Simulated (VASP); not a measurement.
Set up this calculation in VASP 6.6.1, as the native input.

* Task: single point
* Functional: PBEsol
* Dispersion: D3(BJ)
* Potentials or basis: VASP PAW PBE potentials, release 64 (Bi_d)
* Cutoff: 520 eV
* k mesh: 16 × 16 × 16
* Occupations: gaussian, width 0.15 eV
* Spin: no spin polarisation
* Dipole correction: no
* Further INCAR settings: ALGO = Fast; EDIFF = 1e-06; NBANDS = 14

The structure of Bi lies in POSCAR:

```
Bi
1.0
   -1.6128751244      2.1900356628      1.9686945963
    1.6128751244     -2.1900356628      1.9686945963
    1.6128751244      2.1900356628     -1.9686945963
Bi
1
Direct
    0.0000000000      0.0000000000      0.0000000000
```

This cell differs from its parent crystal: strain +e along x and -e along y -0.1500, strain +e along z and -e/2 along x and y +0.0233.

These files were run (other wordings do the same):

INCAR

```
SYSTEM = Bi
ALGO = Fast
EDIFF = 1E-6
ENCUT = 520
GGA = PS
ISIF = 2
ISMEAR = 0
IVDW = 12
LASPH = .TRUE.
LCHARG = .FALSE.
LREAL = .FALSE.
LWAVE = .FALSE.
NBANDS = 14
NELM = 60
PREC = Accurate
SIGMA = 0.15
```

KPOINTS

```
k-points
0
G
  16 16 16
  0 0 0
```

Potentials or basis: VASP PAW PBE potentials, release 64 (Bi_d).

The run is started by

```sh
$ cat potpaw_PBE.64/Bi_d/POTCAR > POTCAR
$ mpirun -np 1 vasp_std > vasp.out
```

It gave:

* Pressure: 3.6 GPa
* Band gap on the k mesh: zero (an odd number of electrons rules out a gap without spin polarisation)
* Dispersion energy per atom: -0.589 eV

Caveat: the cell differs from its parent crystal (strain +e along x and -e along y -0.1500, strain +e along z and -e/2 along x and y +0.0233); the cell stands under pressure; the PAW data sets were made with another functional, which shifts forces and pressure a little; spin-orbit coupling is left out, which moves the levels of the heavy elements.

It took 6.2 min on 1 thread of Intel Xeon 8259CL, with other jobs on the host, peak memory 0.34 GiB.
